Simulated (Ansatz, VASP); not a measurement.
# KLi in VASP and in Ansatz

```xyz
4
Lattice="0.0000 3.7425 3.7425 3.7425 0.0000 3.7425 3.7425 3.7425 0.0000" Properties=species:S:1:pos:R:3 pbc="T T T"
K     3.7425    3.7425    3.7425
K     5.6137    5.6137    5.6137
Li    0.0000    0.0000    0.0000
Li    1.8712    1.8712    1.8712
```

Alike in both runs: task relaxation of cell and atoms; functional PBE; k mesh 4 × 4 × 4; occupations gaussian, width 0.1 eV; no spin polarisation.

```csv
,VASP,Ansatz
version,VASP 6.6.1,Ansatz 0.2.0
potentials or method,"VASP PAW PBE potentials, release 64 (K_sv, Li_sv), cutoff 600 eV","scalar-relativistic, plane waves, PAW"
valence electrons in the cell,24,24
```

```tsv
	VASP	Ansatz	Ansatz less VASP
gap on the k mesh at the Fermi level, each at its own relaxed structure (eV)	none	none	-
relaxed volume (Å³/atom)	41.62	42.16	+0.543
relaxed cell length with the largest relative difference (Å)	6.175	6.201	+0.0267
```

A gap of «none» marks a metal or a gap that the smearing closes.

The k mesh is coarse, so the values compare programs but aren't converged. Noted on VASP's run: the cutoff is short for stress, so the pressure is rough; the volume moved by over 15 % at a fixed basis, so the end points are rough.
